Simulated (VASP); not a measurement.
A run of VASP 6.6.1 is set up as follows.

The input INCAR:

```
SYSTEM = Al15CdN16
  ALGO = Normal
  EDIFF = 1E-6
  ENCUT = 520
  GGA = PE
  ISIF = 2
  ISMEAR = -1
  LASPH = .TRUE.
  LCHARG = .FALSE.
  LREAL = Auto
  LWAVE = .FALSE.
  NBANDS = 90
  NELECT = 136.0
  NELM = 80
  PREC = Accurate
  SIGMA = 0.01
```

Contents of KPOINTS:

```
Automatic mesh
0
Gamma
  2 2 2
  0.5 0.5 0.5
```

POSCAR

```
Al15CdN16
1.0
    6.2595139128      0.0000000578      0.0000000000
   -3.1297570064      5.4208980350      0.0000000000
    0.0000000000      0.0000000000     10.0348065929
Al Cd N
15 1 16
Direct
    0.3355182113      0.1621615939      0.2444304888
    0.3343471824      0.1621384222      0.7534596487
    0.1636024066      0.3323923282      1.0001439504
    0.3390916439      0.6685247006      0.2444572899
    0.1660482158      0.8324239731      0.5020025635
    0.3367384014      0.6738507557      0.7549182463
    0.1617474123      0.8291543653      0.9997085713
    0.8269900161      0.1575764700      0.2452311114
    0.6673693482      0.3331644737      0.5023964258
    0.8230562263      0.1602880284      0.7551385250
    0.6652239513      0.3338694573      1.0003132863
    0.8343377301      0.6627954615      0.2498311131
    0.6709249883      0.8278019854      0.5039473130
    0.8325430387      0.6641010410      0.7514825160
    0.6667958981      0.8290763685      0.9998975744
    0.1601505708      0.3394452668      0.4969396857
    0.3478074521      0.1534030331      0.4318519098
    0.1664997638      0.3289423084      0.1920888652
    0.3287755018      0.1653179329      0.9425964056
    0.1639415363      0.3330472701      0.7136251929
    0.3610942566      0.7090925730      0.4326958122
    0.1668032374      0.8282211936      0.1878478586
    0.3316255031      0.6677697816      0.9430531674
    0.1672699124      0.8316465605      0.6908041394
    0.7888575178      0.1368778572      0.4331317337
    0.6693178173      0.3310535159      0.1881408306
    0.8279078749      0.1648754163      0.9437680309
    0.6655813815      0.3298461675      0.6910957442
    0.8353150488      0.6639867289      0.4406883136
    0.6704918860      0.8258600713      0.1869593141
    0.8305945190      0.6647453329      0.9392094270
    0.6671157723      0.8298324654      0.6927222438
```

Potentials or basis: VASP PAW PBE potentials, release 64 (Al, Cd, N).

Launch:

```bash
$ cat potpaw_PBE.64/Al/POTCAR potpaw_PBE.64/Cd/POTCAR potpaw_PBE.64/N/POTCAR > POTCAR
$ mpirun -np 1 vasp_std > vasp.out
```

(1) Predict the largest force.

## Answers

(1) 0.582 eV/Å.

Caveat: the k points lie up to 0.58 Å⁻¹ apart; the cell carries a net charge on a neutralising background, which shifts energy and pressure.
